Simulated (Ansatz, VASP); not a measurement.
# One calculation of F, two programs

```
F
1.0
     9.00000    0.00000    0.00000
     0.00000    9.50000    0.00000
     0.00000    0.00000   10.00000
F
2
Direct
  0.50000 0.50000 0.43080
  0.50000 0.50000 0.56920
```

Alike in both runs: functional LDA; k mesh 1 × 1 × 1; occupations gaussian, width 0.05 eV; no spin polarisation.

Ansatz relaxed the structure, and its values are those at the end. VASP's run is a single point on that final structure, the one shown.

```csv
,VASP,Ansatz
version,VASP 6.6.1,Ansatz 0.2.0
potentials or method,"VASP PAW LDA potentials, release 64 (F_h), cutoff 910 eV","plane waves, PAW"
valence electrons in the cell,14,14
```

VASP gave:

| Item | Value |
| --- | --- |
| rms of the force components (eV/Å) | 0.072 |

**Question.** What did Ansatz give for the same quantities?

**Answer.** rms of the force components (eV/Å): 0.000.

LDA's correlation is that of Perdew and Zunger in VASP and of Perdew and Wang (1992) in Ansatz. Ansatz's warnings: stress scf threshold loose.

Noted on VASP's run: the cutoff is short for stress, so the pressure is rough.
